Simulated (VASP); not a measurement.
# KAl4 (P6/mmm) in VASP: a series of runs

Runs on KAl4. Level: PBE. Tasks: single point, relaxation of cell and atoms.

All numbers are computed with VASP 6.6.1; they aren't measurements. Logs are shortened: lines on timing, memory, paths and dates and some standing lists are left out, and cuts for length are marked.

## Step 1: The cell of the first run

The structure is hexagonal, space group P6/mmm (No. 191). Conventional cell: a = 5.433 Å, b = 5.433 Å, c = 5.223 Å, α = 90.00°, β = 90.00°, γ = 120.00°. K (site symmetry 6/mmm) has 18 Al at 3.14 to 4.08 Å within 4.1 Å. Al (site symmetry -6m2) has 5 Al at 2.61 to 3.14 Å and 3 K at 3.14 Å within 3.4 Å. Al (site symmetry -6m2) has 5 Al at 2.61 to 3.14 Å within 3.4 Å.

## Step 2: Single point, PBE

The input, INCAR:

```
SYSTEM = KAl4
ALGO = Normal
EDIFF = 1E-6
ENCUT = 520
GGA = PE
ISIF = 2
ISMEAR = 0
LASPH = .True.
LCHARG = .False.
LREAL = .False.
LWAVE = .False.
NBANDS = 18
NELM = 100
PREC = Accurate
SIGMA = 0.1
```

The input, KPOINTS:

```
k-points
0
Gamma
  9 9 8
  0 0 0
```

The input, POSCAR:

```
KAl4
1.0
    5.4328977370      0.0000000000      0.0000000000
   -2.7164488685      4.7050274564      0.0000000000
    0.0000000000      0.0000000000      5.2231536916
K Al
1 4
Direct
    0.0000000000      0.0000000000      0.0000000000
    0.3333333333      0.6666666667      0.0000000000
    0.6666666667      0.3333333333      0.0000000000
    0.3333333333      0.6666666667      0.5000000000
    0.6666666667      0.3333333333      0.5000000000
```

Potentials or basis: VASP PAW PBE potentials, release 64 (K_sv, Al).

Run with:

```
$ cat potpaw_PBE.64/K_sv/POTCAR potpaw_PBE.64/Al/POTCAR > POTCAR
$ mpirun -np 1 vasp_std > vasp.out
```

OUTCAR:

```text
SYSTEM = KAl4
   EDIFF = 1E-6
   ENCUT = 520
   GGA = PE
   ISIF = 2
   ISMEAR = 0
   LASPH = .True.
   LREAL = .False.
   NELM = 100
   PREC = Accurate

 ion  position               nearest neighbor table
   1  0.000  0.000  0.000-   2 3.14   3 3.14   2 3.14   3 3.14   3 3.14   2 3.14
   2  0.333  0.667  0.000-   4 2.61   4 2.61   3 3.14   1 3.14   3 3.14   1 3.14   1 3.14   3 3.14

   3  0.667  0.333  0.000-   5 2.61   5 2.61   2 3.14   1 3.14   2 3.14   1 3.14   1 3.14   2 3.14

   4  0.333  0.667  0.500-   2 2.61   2 2.61   5 3.14   5 3.14   5 3.14
   5  0.667  0.333  0.500-   3 2.61   3 2.61   4 3.14   4 3.14   4 3.14

  LATTYP: Found a hexagonal cell.
 ALAT       =     5.4328977370
 C/A-ratio  =     0.9613937064

  Lattice vectors:

 A1 = (   5.4328977370,   0.0000000000,   0.0000000000)
 A2 = (  -2.7164488685,   4.7050274564,   0.0000000000)
 A3 = (   0.0000000000,   0.0000000000,   5.2231536916)

Analysis of symmetry for initial positions (statically):
=====================================================================
 Subroutine PRICEL returns:
 Original cell was already a primitive cell.

 Routine SETGRP: Setting up the symmetry group for a
 hexagonal supercell.

 Subroutine GETGRP returns: Found 24 space group operations
 (whereof 24 operations were pure point group operations)
 out of a pool of 24 trial point group operations.

The static configuration has the point symmetry D_6h.

Analysis of symmetry for dynamics (positions and initial velocities):
=====================================================================
 Subroutine PRICEL returns:
 Original cell was already a primitive cell.

 Routine SETGRP: Setting up the symmetry group for a
 hexagonal supercell.

 Subroutine GETGRP returns: Found 24 space group operations
 (whereof 24 operations were pure point group operations)
 out of a pool of 24 trial point group operations.

The dynamic configuration has the point symmetry D_6h.

 Subroutine INISYM returns: Found 24 space group operations
 (whereof 24 operations are pure point group operations),
 and found     1 'primitive' translations

----------------------------------------------------------------------------------------

                                     Primitive cell

  volume of cell :     133.5139

  direct lattice vectors                    reciprocal lattice vectors
[... 89 lines left out ...]
   LSORBIT =      F    spin-orbit coupling
   LASPH  =      T    aspherical Exc in radial PAW
   ENCUT  =  520.0 eV  38.22 Ry    6.18 a.u.  10.10 10.10  9.71*2*pi/ulx,y,z
   NELM   =    100;   NELMIN=  2; NELMDL= -5     # of ELM steps
   EDIFF  = 0.1E-05   stopping-criterion for ELM
   LREAL  =      F    real-space projection
   EDIFFG = 0.1E-04   stopping-criterion for IOM
   NSW    =      0    number of steps for IOM
   IBRION =     -1    ionic relax: 0-MD 1-quasi-New 2-CG
   NFREE  =      0    steps in history (QN), initial steepest desc. (CG)
   ISIF   =      2    stress and relaxation
   ISYM   =      2    0-nonsym 1-usesym 2-fastsym
   POTIM  = 0.5000    time-step for ionic-motion
   TEBEG  =    0.0;   TEEND  =   0.0 temperature during run
   PSTRESS=    0.0 pullay stress
   NELECT =      21.0000    total number of electrons
   NUPDOWN=      -1.0000    fix difference up-down
   EMIN   =  10.00;   EMAX   =-10.00  energy-range for DOS
   EFERMI =   0.00;   METHOD = LEGACY
   ISMEAR =     0;   SIGMA  =   0.10  broadening in eV -4-tet -1-fermi 0-gaus
   EFERMI_NEDOS =   21; number of points for ismear=-14 and -15
   IALGO  =     38    algorithm
   IMIX   =      4    mixing-type and parameters
     AMIX     =   0.40;   BMIX     =  1.00
     AMIX_MAG =   1.60;   BMIX_MAG =  1.00
  volume/ion in A,a.u.               =      26.70       180.20
  Fermi-wavevector in a.u.,A,eV,Ry     =   0.883702  1.669954 10.625183  0.780929
  Thomas-Fermi vector in A             =   2.004503
   LORBIT       =      0    0 simple, 1 ext, 2 COOP (PROOUT), +10 PAW based schemes
   GGA     = PE    functional components
   LHFCALC =     F    Hartree Fock is set to
   AEXX    =    0.0000 exact exchange contribution
   IVDW    =     0    specifies the selected vdW correction
   LEPSILON=     F    determine dielectric tensor
   LRPA    =     F    only Hartree local field effects (RPA)
 non-spin polarized calculation
 Gauss-broadening in eV      SIGMA  =   0.10
  energy-cutoff  :      520.00
  volume of cell :      133.51
 maximum number of plane-waves:      3625
   NGX = 21   NGY = 21   NGZ = 19

 number of electron      20.9999999 magnetization

 Free energy of the ion-electron system (eV)
  ---------------------------------------------------
  ext. energy  EPLUGINS =         0.00000000
  ---------------------------------------------------
  free energy    TOTEN  =       -13.53571664 eV

  energy without entropy =      -13.52492473  energy(sigma->0) =      -13.53032069

 E-fermi :   3.4420     XC(G=0):  -8.3832

 val. band max:        3.4357402053   @ k =   0.1111  -0.0000   0.2500
 cond. band min:       3.4831023533   @ k =   0.1111   0.1111   0.5000
 fundamental gap:      0.0473621480
 Fermi energy:         3.4420195911

 k-point     1 :       0.0000    0.0000    0.0000
  band No.  band energies     occupation
      1     -27.3866      2.00000
      2     -11.0175      2.00000
      3     -11.0175      2.00000
      4     -10.8618      2.00000
      5      -4.6414      2.00000
      6      -0.2779      2.00000
[... 481 lines left out ...]
      5      -2.9979      2.00000
      6      -2.9979      2.00000
[... 10 lines left out ...]
     17       7.8401      0.00000
     18       7.8401      0.00000

 [... further k-points ...]
[... 5 lines left out ...]
  --------------------------------------------------------------------------------------
  -------------------------------------------------------------------------------------
  Total        0.0417715      0.0417715     -0.0243464      0.0000000      0.0000000      0.0000000
  in kB        0.5012612      0.5012612     -0.2921581      0.0000000      0.0000000      0.0000000
  external PRESSURE =       0.2367881 kB  Pullay stress =       0.0000000 kB

 VOLUME and BASIS-vectors are now :
 -----------------------------------------------------------------------------
  energy-cutoff  :      520.00
  volume of cell :      133.51
      direct lattice vectors                 reciprocal lattice vectors
     5.432897737  0.000000000  0.000000000     0.184063836  0.106269305  0.000000000
    -2.716448869  4.705027456  0.000000000     0.000000000  0.212538611  0.000000000
     0.000000000  0.000000000  5.223153692     0.000000000  0.000000000  0.191455213

 POSITION                                       TOTAL-FORCE (eV/Angst)
 -----------------------------------------------------------------------------------
      0.00000      0.00000      0.00000         0.000000      0.000000      0.000000
     -0.00000      3.13668      0.00000        -0.000000      0.000000      0.000000
      2.71645      1.56834      0.00000         0.000000     -0.000000      0.000000
     -0.00000      3.13668      2.61158         0.000000      0.000000      0.000000
      2.71645      1.56834      2.61158        -0.000000      0.000000      0.000000
 -----------------------------------------------------------------------------------
    total drift:                                0.000000     -0.000000      0.000000

  FREE ENERGIE OF THE ION-ELECTRON SYSTEM (eV)
  ---------------------------------------------------
  free  energy   TOTEN  =       -13.5357166405 eV

  energy  without entropy=      -13.5249247304  energy(sigma->0) =      -13.53032069
```

OSZICAR:

```text
N       E                     dE             d eps       ncg     rms          rms(c)
DAV:   1     0.662572705288E+02    0.66257E+02   -0.77260E+03  2160   0.933E+02
DAV:   2    -0.925204363013E+01   -0.75509E+02   -0.73442E+02  2736   0.187E+02
DAV:   3    -0.135948545055E+02   -0.43428E+01   -0.43161E+01  3246   0.355E+01
DAV:   4    -0.138184424070E+02   -0.22359E+00   -0.22343E+00  3308   0.641E+00
DAV:   5    -0.138214667243E+02   -0.30243E-02   -0.30236E-02  3074   0.718E-01    0.584E+00
DAV:   6    -0.136128318708E+02    0.20863E+00   -0.23459E-01  2522   0.189E+00    0.384E+00
DAV:   7    -0.135359177319E+02    0.76914E-01   -0.20749E-01  2784   0.183E+00    0.109E+00
DAV:   8    -0.135356277290E+02    0.29000E-03   -0.25596E-02  2960   0.783E-01    0.310E-01
DAV:   9    -0.135356165689E+02    0.11160E-04   -0.20466E-03  2806   0.241E-01    0.148E-01
DAV:  10    -0.135357166437E+02   -0.10007E-03   -0.36464E-04  2646   0.109E-01    0.352E-02
DAV:  11    -0.135357082778E+02    0.83660E-05   -0.53775E-05  2836   0.457E-02    0.154E-02
DAV:  12    -0.135357161212E+02   -0.78434E-05   -0.10834E-05  2404   0.158E-02    0.539E-03
DAV:  13    -0.135357166405E+02   -0.51925E-06   -0.11523E-06  2252   0.572E-03
   1 F= -.13535717E+02 E0= -.13530321E+02  d E =-.107919E-01
```

stdout:

```text
POSCAR found type information on POSCAR K Al
 POSCAR found :  2 types and       5 ions
 scaLAPACK will be used
 LDA part: xc-table for (Slater+PW92), standard interpolation
 POSCAR, INCAR and KPOINTS ok, starting setup
 FFT: planning ... GRIDC
 FFT: planning ... GRID_SOFT
 FFT: planning ... GRID
 WAVECAR not read
 entering main loop
```

It took 64 s on 1 thread of Intel Xeon Platinum 8488C (Sapphire Rapids), shared host; peak memory 0.3 GiB.

Results:

```yaml
Free_energy: -13.5357 eV
Pressure: 0.0 GPa
```

Stress tensor (GPa, compression positive):
```
 0.05  0.00  0.00
 0.00  0.05  0.00
 0.00  0.00 -0.03
```

## Step 3: Relaxation of cell and atoms, PBE

This run uses another cell than the first one, of 25.93 Å³/atom, 0.971 times its volume.

The input, INCAR:

```
SYSTEM = KAl4
  PREC = Accurate
  ENCUT = 600
  EDIFF = 1E-7
  ISMEAR = 0
  SIGMA = 0.1
  LREAL = .FALSE.
  LASPH = .TRUE.
  NELM = 100
  ALGO = Normal
  ISIF = 3
  LWAVE = .FALSE.
  LCHARG = .FALSE.
  GGA = PE
  IBRION = 2
  NSW = 100
  EDIFFG = -0.01
```

The input, KPOINTS:

```
Automatic mesh
0
G
  9 9 8
  0 0 0
```

Edit POSCAR of step 2 so:

```diff
@@ -2,5 +2,5 @@
 1.0
-    5.4328977370      0.0000000000      0.0000000000
-   -2.7164488685      4.7050274564      0.0000000000
-    0.0000000000      0.0000000000      5.2231536916
+    5.2691943963      0.0000000000      0.0000000000
+   -2.6345971982      4.5632562047      0.0000000000
+    0.0000000000      0.0000000000      5.3912290223
 K Al
```

Potentials or basis: VASP PAW PBE potentials, release 64 (K_sv, Al).

Run with:

```
$ cat potpaw_PBE.64/K_sv/POTCAR potpaw_PBE.64/Al/POTCAR > POTCAR
$ mpirun -np 1 vasp_std > vasp.out
```

It took 5.9 min on 1 thread of Intel Xeon Platinum 8488C (Sapphire Rapids), shared host; peak memory 0.37 GiB.

It converged, with:

- Free energy: -13.5358 eV
- Relaxed volume: 26.75 Å³/atom
- Relaxed cell: a = 5.437 Å, b = 5.437 Å, c = 5.224 Å, α = 90.00°, β = 90.00°, γ = 120.00°
- Space group after relaxing (to 0.05 Å): P6/mmm (No. 191)
- Energy gained by relaxing: 13.9 meV/atom
- Ionic steps: 7
- Pressure after relaxing: 0.0 GPa

The path:
```csv
step,energy change (eV),largest force (eV/Å),pressure (GPa),volume (Å³)
1,0.0000,0.0000,0.19,129.63
2,-0.0377,0.0000,0.30,130.18
3,-0.0246,0.0000,1.33,131.52
4,-0.0639,0.0000,0.55,130.77
5,-0.0643,0.0000,0.61,130.86
6,-0.0694,0.0000,0.05,133.43
7,-0.0695,0.0000,-0.01,133.74
```

Final structure:
```
K Al
1.0
     5.43707    0.00000    0.00000
    -2.71853    4.70864    0.00000
     0.00000    0.00000    5.22380
K Al
1 4
Direct
  0.00000 0.00000 0.00000
  0.33333 0.66667 0.00000
  0.66667 0.33333 0.00000
  0.33333 0.66667 0.50000
  0.66667 0.33333 0.50000
```

Levels at points of the mesh, in eV from the Fermi level:
| k point | band 8 | band 9 | band 10 | band 11 | band 12 | band 13 |
| --- | --- | --- | --- | --- | --- | --- |
| (0.00, 0.00, 0.00) | -2.75 | -2.00 | -2.00 | 0.34 | 1.08 | 1.08 |
| (0.00, 0.00, 0.50) | -2.36 | -1.09 | -1.09 | -0.34 | -0.34 | 1.64 |

## Step 4: Single point, PBE

This run uses another cell than the first one, of 20.67 Å³/atom, 0.774 times its volume.

The input, INCAR:

```
  PREC = Accurate
  ENCUT = 520
  EDIFF = 1E-7
  ISMEAR = 0
  SIGMA = 0.1
  LREAL = F
  LASPH = T
  NELM = 100
  ALGO = Normal
  ISIF = 2
  LWAVE = F
  LCHARG = F
  GGA = PE
  NBANDS = 18
```

The input, KPOINTS:

```
Automatic mesh
0
Gamma
  6 6 4
```

The input, POSCAR:

```
KAl4
1.0
    4.4858939700      0.0000000000      0.0000000000
   -2.2429469800      3.8848981300      0.0000000000
    0.0000000000      0.0000000000      5.9295443900
K Al
1 4
Direct
    0.0000000000      0.0000000000      0.0000000000
    0.3333333300      0.6666666700      0.0000000000
    0.6666666700      0.3333333300      0.0000000000
    0.3333333300      0.6666666700      0.5000000000
    0.6666666700      0.3333333300      0.5000000000
```

Run with:

```
$ cat potpaw_PBE.64/K_sv/POTCAR potpaw_PBE.64/Al/POTCAR > POTCAR
$ mpirun -np 1 vasp_std > vasp.out
```

Wall time 23 s (1 thread of Intel Xeon Platinum 8488C (Sapphire Rapids), shared host); peak memory 0.24 GiB.

It converged, with:

```yaml
Free_energy: -11.2007 eV
Pressure: 14.8 GPa
```

Stress tensor (GPa, compression positive):
```
25.01  0.00  0.00
 0.00 25.01  0.00
 0.00  0.00 -5.56
```

Levels at points of the mesh, in eV from the Fermi level:
```tsv
k point	band 7	band 8	band 9	band 10	band 11	band 12	band 13	band 14
(0.00, 0.00, 0.00)	-3.63	-1.93	-1.93	-0.18	1.02	1.02	2.86	2.86
(0.50, 0.00, 0.00)	-3.15	-2.93	-2.77	-1.52	-0.90	0.45	1.02	2.47
(0.00, 0.00, 0.50)	-1.66	-1.66	-0.07	0.16	0.16	0.48	0.65	1.01
(0.50, 0.00, 0.50)	-5.19	-4.71	-1.13	-0.33	0.98	1.07	1.42	2.05
```

## Step 5: Summary

| task | cell | k mesh | cutoff (eV) | gap on the mesh (eV) | pressure (GPa) |
| --- | --- | --- | --- | --- | --- |
| single point | a = 5.433, b = 5.433, c = 5.223 Å, angles 90.0, 90.0, 120.0°, 5 atoms | 9 × 9 × 8 | 520 | none | 0.0 |
| relaxation of cell and atoms | relaxed from a = 5.269, b = 5.269, c = 5.391 Å, angles 90.0, 90.0, 120.0°, 5 atoms | 9 × 9 × 8 | 600 | none | 0.0 |
| single point | a = 4.486, b = 4.486, c = 5.930 Å, angles 90.0, 90.0, 120.0°, 5 atoms | 6 × 6 × 4 | 520 | none | 14.8 |

Alike in all rows: level PBE; potentials or basis VASP PAW PBE potentials, release 64 (K_sv, Al); no spin polarisation; smearing gaussian 0.1 eV.

Total energies depend on the potentials used, so only differences within one code and one set of settings carry meaning.
